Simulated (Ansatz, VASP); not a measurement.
# K in VASP and in Ansatz

```
K
1.0
     4.43627    0.00000    0.00000
    -2.21813    3.84192    0.00000
     0.00000    0.00000   32.37699
K
9
Direct
  0.00000 0.00000 0.00000
  0.00000 0.00000 0.77779
  0.33333 0.66667 0.88888
  0.66667 0.33333 0.33333
  0.66667 0.33333 0.11112
  0.00000 0.00000 0.22221
  0.33333 0.66667 0.66667
  0.33333 0.66667 0.44446
  0.66667 0.33333 0.55554
```

Change from the starting cell: equal strain along all axes, cell held, atoms relaxed: -6.0 %.

Alike in both runs: functional PBE; k mesh 9 × 9 × 1; occupations gaussian, width 0.1 eV; no spin polarisation.

Ansatz relaxed the structure, and its values are those at the end. VASP's run is a single point on that final structure, the one shown.

|  | VASP | Ansatz |
| --- | --- | --- |
| version | VASP 6.6.1 | Ansatz 0.2.0 |
| potentials or method | VASP PAW PBE potentials, release 64 (K_sv), cutoff 520 eV | scalar-relativistic, plane waves, PAW |
| valence electrons in the cell | 81 | 81 |

|  | VASP | Ansatz | Ansatz less VASP |
| --- | --- | --- | --- |
| gap on the k mesh at the Fermi level (eV) | none | none | - |
| pressure (GPa) | 0.9 | 0.9 | +0.01 |

A gap of «none» marks a metal or a gap that the smearing closes. The functional is the same, so the differences come from potentials, cutoffs and numerics. Ansatz's warnings: stress scf threshold loose.
